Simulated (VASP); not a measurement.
A run of VASP 6.6.1 is set up as follows.

Contents of INCAR:

```
SYSTEM = SiC
  ALGO = Normal
  EDIFF = 1E-6
  ENCUT = 520
  GGA = PE
  ISIF = 2
  ISMEAR = -1
  LASPH = .True.
  LCHARG = .False.
  LREAL = .False.
  LWAVE = .False.
  NBANDS = 36
  NELM = 80
  PREC = Accurate
  SIGMA = 0.05
```

Contents of KPOINTS:

```
k-points
0
Gamma
  10 10 2
  0 0 0
```

The input POSCAR:

```
SiC
1.0
    3.1154972861      0.0000000000      0.0000000000
   -1.5577486430      2.6980997952      0.0000000000
    0.0000000000      0.0000000000     15.2704665040
Si C
6 6
Direct
    0.6666666667      0.3333333333      0.4583000000
    0.3333333333      0.6666666667      0.9583000000
    0.6666666667      0.3333333333      0.7917000000
    0.3333333333      0.6666666667      0.2917000000
    0.0000000000      0.0000000000      0.6250000000
    0.0000000000      0.0000000000      0.1250000000
    0.6666666667      0.3333333333      0.3333000000
    0.3333333333      0.6666666667      0.8333000000
    0.6666666667      0.3333333333      0.6667000000
    0.3333333333      0.6666666667      0.1667000000
    0.0000000000      0.0000000000      0.5000000000
    0.0000000000      0.0000000000      0.0000000000
```

Potentials or basis: VASP PAW PBE potentials, release 64 (Si, C).

Run with:

```bash
$ cat potpaw_PBE.64/Si/POTCAR potpaw_PBE.64/C/POTCAR > POTCAR
$ mpirun -np 1 vasp_std > vasp.out
```

(1) What does it give for the pressure?

(2) What does it give for the largest force?

(3) Predict the band gap on the k mesh.

## Answers

(1) -3.9 GPa.

(2) 0.138 eV/Å.

(3) 2.03 eV, indirect (least direct gap 3.12 eV).
